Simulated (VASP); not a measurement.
Hf, 2 atoms in the cell. The typed cell holds 2 atoms: a = 3.197 Å, b = 3.197 Å, c = 5.058 Å, α = 90.00°, β = 90.00°, γ = 120.00°. 

```yaml
Program: VASP 6.6.1
Task: single point
Functional: r2SCAN
Potentials_or_basis: VASP PAW PBE potentials, release 64 (Hf_pv)
Cutoff: 520 eV
k_mesh: 11 × 11 × 6
Occupations: methfessel-paxton, width 0.05 eV
Spin: no spin polarisation
Dipole_correction: no
Further_INCAR_settings: ALGO = Normal; EDIFF = 1e-06; NBANDS = 17
```

Potentials or basis: VASP PAW PBE potentials, release 64 (Hf_pv).

Launch:

```console
$ cat potpaw_PBE.64/Hf_pv/POTCAR > POTCAR
$ cp INCAR.step1 INCAR
$ mpirun -np 1 vasp_std > vasp.out
$ cp INCAR.step2 INCAR
$ mpirun -np 1 vasp_std > vasp.out
```

Hardware: 1 thread of Oxide Virtual Turin-like Processor (shared host).

Question: How long does it take, and how much memory?

Answer: Run time: 29 min on 1 thread of Oxide Virtual Turin-like Processor, on a shared host, peak memory 0.32 GiB. Counts: k points 364.
